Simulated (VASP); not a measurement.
The system is TaN.

```
Ta N
1.0
     0.00000    2.19188    2.19188
     2.19188    0.00000    2.19188
     2.19188    2.19188    0.00000
Ta N
1 1
Direct
  0.49674 0.50326 0.50326
  0.04209 0.95791 0.95791
```

Base run:

| Item | Value |
| --- | --- |
| Program | VASP 6.6.1 |
| Functional | LDA |
| Potentials or basis | VASP PAW LDA potentials, release 64 (Ta_sv_GW, N) |
| Cutoff | 600 eV |
| k mesh | 18 × 18 × 18 |
| Occupations | gaussian, width 0.15 eV |
| Spin | no spin polarisation |

Its results: band gap on the k mesh zero (band 9 reaches 15.32 eV, above the bottom of band 10 at 12.04 eV); pressure -0.6 GPa; largest force 2.033 eV/Å.

**Question.** The run is repeated on the same cell with these changes: potentials or basis from VASP PAW LDA potentials, release 64 (Ta_sv_GW, N) to VASP PAW LDA potentials, release 64 (Ta_pv, N); cutoff from 600 eV to 520 eV; further incar settings from ALGO = Normal; EDIFF = 1e-06; NBANDS = 16 to ALGO = Normal; EDIFF = 1e-06; NBANDS = 15; valence electrons from 18 to 16. What comes out?

**Answer.** Band gap on the k mesh zero (band 8 reaches 11.19 eV, above the bottom of band 9 at 7.91 eV); pressure 0.2 GPa; largest force 2.039 eV/Å.

Caveats: spin-orbit coupling is left out, which moves the levels of the heavy elements; forces of over 1 eV/Å act on the atoms, so gaps and moduli don't describe the material at rest.
